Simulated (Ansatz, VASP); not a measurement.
## Two plane-wave programs on WSe2

INCAR

```
SYSTEM = WSe2
PREC = Accurate
ENCUT = 520
EDIFF = 1E-7
ISMEAR = 0
SIGMA = 0.05
LREAL = .False.
LASPH = .True.
NELM = 100
ALGO = Normal
ISIF = 2
LWAVE = .False.
LCHARG = .False.
GGA = PE
IVDW = 12
NBANDS = 20
```

KPOINTS

```
regular mesh
0
Gamma
  9 9 4
  0 0 0
```

Contents of POSCAR:

```
WSe2
1.0
    2.8745226330      0.0000000000      0.0000000000
   -1.4372613165      3.0573465711      0.0000000000
    0.0000000000      0.0000000000      7.3327815212
W Se
1 2
Direct
    0.0000000000      0.0000000000      0.0000000000
    0.3333333333      0.6666666667      0.2405528385
    0.3333333333      0.6666666667      0.7594471615
```

Input for Ansatz:

```yaml
crystal:
  lattice:
    - [2.874522633, 0.0, 0.0]
    - [-1.4372613165, 3.0573465711, 0.0]
    - [0.0, 0.0, 7.3327815212]
  atoms:
    - { symbol: W, position: [0.0, 0.0, 0.0] }
    - { symbol: Se, position: [0.3333333333, 0.6666666667, 0.2405528385] }
    - { symbol: Se, position: [0.3333333333, 0.6666666667, 0.7594471615] }
basis:
  ecutwfc: 420
kpoints:
  mp_grid: { grid: [9, 9, 4] }
hamiltonian:
  xc: pbe
  pseudopotentials: { kind: paw, azcp: { folder: soft_1 } }
  dispersion: d3bj
scf:
  occupations: { method: gaussian, width: 0.05 }
output:
  forces: true
  stress: true
  eigenvalues: true
```

Change from the starting cell: strain +e along x and -e along y -0.1000, strain +e along z and -e/2 along x and y +0.0467.

Alike in both runs: task single point; functional PBE; dispersion D3(BJ); k mesh 9 × 9 × 4; occupations gaussian, width 0.05 eV; no spin polarisation.

|  | VASP | Ansatz |
| --- | --- | --- |
| version | VASP 6.6.1 | Ansatz 0.2.0 |
| potentials or method | VASP PAW PBE potentials, release 64 (W_sv, Se), cutoff 520 eV | scalar-relativistic, plane waves, PAW |
| valence electrons in the cell | 26 | 46 |

|  | VASP | Ansatz | Ansatz less VASP |
| --- | --- | --- | --- |
| gap on the k mesh at the Fermi level (eV) | none | none | - |
| pressure (GPa) | 5.0 | 4.6 | -0.33 |
| traceless stress, the component that is largest in VASP (GPa) | 25.91 | 25.88 | -0.033 |
| rms of the force components (eV/Å) | 0.421 | 0.424 | +0.0032 |

Atom by atom the forces differ by 0.024 eV/Å (rms over components). A gap of «none» marks a metal or a gap that the smearing closes. VASP's potentials hold 26 valence electrons a cell and Ansatz's 46, so a difference there can come from the potentials and not from the codes.

Spin-orbit coupling is off throughout.
